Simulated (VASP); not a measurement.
A run of VASP 6.6.1:

File INCAR:

```
SYSTEM = Cr
PREC = Accurate
ENCUT = 520
EDIFF = 1E-6
ISMEAR = 0
SIGMA = 0.05
LREAL = .False.
LASPH = .True.
NELM = 150
ALGO = Fast
ISIF = 2
LWAVE = .False.
LCHARG = .False.
ISPIN = 2
MAGMOM = 2 2
LORBIT = 11
LMAXMIX = 4
GGA = PE
NBANDS = 23
```

Contents of KPOINTS:

```
regular mesh
0
Gamma
  14 14 8
  0 0 0
```

Contents of POSCAR:

```
Cr
1.0
    1.4241107216     -1.4241107216      1.4241107216
   -1.4241107216      1.4241107216      1.4241107216
   -2.8482214432     -2.8482214432      0.0000000000
Cr
2
Direct
    0.0000000000      0.0000000000      0.0000000000
    0.5000000000      0.5000000000      0.5000000000
```

Potentials or basis: VASP PAW PBE potentials, release 64 (Cr_pv).

Launch:

```console
$ cat potpaw_PBE.64/Cr_pv/POTCAR > POTCAR
$ mpirun -np 1 vasp_std > vasp.out
```

Hardware: 1 thread of Intel(R) Xeon(R) 6975P-C (Granite Rapids) (shared host).

Q: Estimate the wall time of this run.

A: It took 98 s on 1 thread of Intel(R) Xeon(R) 6975P-C (Granite Rapids), on a shared host, peak memory 0.29 GiB. Counts: scf iterations 14, k points 285.
